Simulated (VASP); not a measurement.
Runs of VASP 6.6.1 on Re. The structure is that of space group P6_3/mmc (No. 194), or close to it. The cells are those of the table. 

```tsv
task	potentials or basis	cell	k mesh	cutoff (eV)	smearing	gap on the mesh (eV)	pressure (GPa)	relaxed volume (Å³/atom)
relaxation of cell and atoms	VASP PAW LDA potentials, release 64 (Re)	relaxed from a = 2.738, b = 2.738, c = 4.415 Å, angles 90.0, 90.0, 120.0°, 2 atoms	18 × 18 × 10	600	gaussian 0.1 eV	none	0.0	(a)
single point	VASP PAW LDA potentials, release 64 (Re_sv_GW)	a = 2.737, b = 2.737, c = 4.417 Å, angles 90.0, 90.0, 120.0°, 2 atoms	18 × 18 × 10	500	gaussian 0.1 eV	none	-1.0	-
relaxation of cell and atoms	VASP PAW LDA potentials, release 64 (Re_sv_GW)	relaxed from a = 2.761, b = 2.761, c = 4.458 Å, angles 90.0, 90.0, 120.0°, 2 atoms	9 × 9 × 4	500	gaussian 0.1 eV	none	-0.1	14.30
single point	VASP PAW LDA potentials, release 64 (Re_sv_GW)	a = 2.740, b = 2.740, c = 4.412 Å, angles 90.0, 90.0, 120.0°, 2 atoms	18 × 18 × 10	500	fermi-dirac 0.15 eV	none	-1.0	-
```

Alike in all rows: level LDA; no spin polarisation.

Question: Fill in the values left out.

Answer: (a) 14.39.

Caveats: spin-orbit coupling is left out, which moves the levels of the heavy elements.

A k mesh can miss the band edges, and the runs leave out spin-orbit coupling on Re.

A gap of «none» marks levels without a gap at the run's occupations.

The runs don't all hold the same shells in valence.
